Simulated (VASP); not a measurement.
Runs of VASP 6.6.1 on ZnSe. The structure is that of space group P4/nmm (No. 129), or close to it. The cells are those of the table. 

```tsv
cell	gap on the mesh (eV)	pressure (GPa)	largest force (eV/Å)
a = 4.148, b = 4.148, c = 5.696 Å, 4 atoms	1.56	(c)	0.76
a = 4.206, b = 4.206, c = 5.775 Å, 4 atoms	(a)	(d)	1.07
a = 4.026, b = 4.026, c = 5.529 Å, 4 atoms	0.55	(b)	2.35
a = 3.963, b = 3.963, c = 5.441 Å, 4 atoms	1.20	14.1	2.99
```

Alike in all rows: task single point; level PBEsol; potentials or basis VASP PAW PBE potentials, release 64 (Zn, Se); no spin polarisation; k mesh 8 × 8 × 6; cutoff (eV) 520; smearing gaussian 0.05 eV.

Question: Fill in the values left out.

Answer: (a) 1.50; (b) -7.6; (c) -4.5; (d) -6.0.

Caveats: the PAW data sets were made with another functional, which shifts forces and pressure a little.

A k mesh can miss the band edges, and the runs leave out spin-orbit coupling on Se.
